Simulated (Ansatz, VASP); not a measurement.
## Mg4O: VASP beside Ansatz

```
CELL_PARAMETERS angstrom
4.42158 0.00000 0.00000
0.00000 4.42158 0.00000
0.00000 0.00000 4.42158
ATOMIC_POSITIONS crystal
Mg 0.00000 0.50000 0.50000
Mg 0.50000 0.50000 0.00000
Mg 0.50000 0.00000 0.50000
Mg 0.00000 0.00000 0.00000
O 0.50000 0.50000 0.50000
```

Change from the starting cell: species swapped into the Fe4N type (Pm-3m, No. 221).

Alike in both runs: task relaxation of cell and atoms; functional PBE; k mesh 8 × 8 × 8; occupations gaussian, width 0.1 eV; no spin polarisation.

|  | VASP | Ansatz |
| --- | --- | --- |
| version | VASP 6.6.1 | Ansatz 0.2.0 |
| potentials or method | VASP PAW PBE potentials, release 64 (Mg, O), cutoff 600 eV | scalar-relativistic, plane waves, PAW |
| valence electrons in the cell | 14 | 46 |

```tsv
	VASP	Ansatz	Ansatz less VASP
gap on the k mesh at the Fermi level, each at its own relaxed structure (eV)	none	none	-
relaxed volume (Å³/atom)	17.29	17.36	+0.067
relaxed cell length with the largest relative difference (Å)	4.422	4.427	+0.0057
```

A gap of «none» marks a metal or a gap that the smearing closes. VASP's potentials hold 14 valence electrons a cell and Ansatz's 46, so a difference there can come from the potentials and not from the codes.

Noted on VASP's run: the relaxation stopped at its first step, so nothing moved.
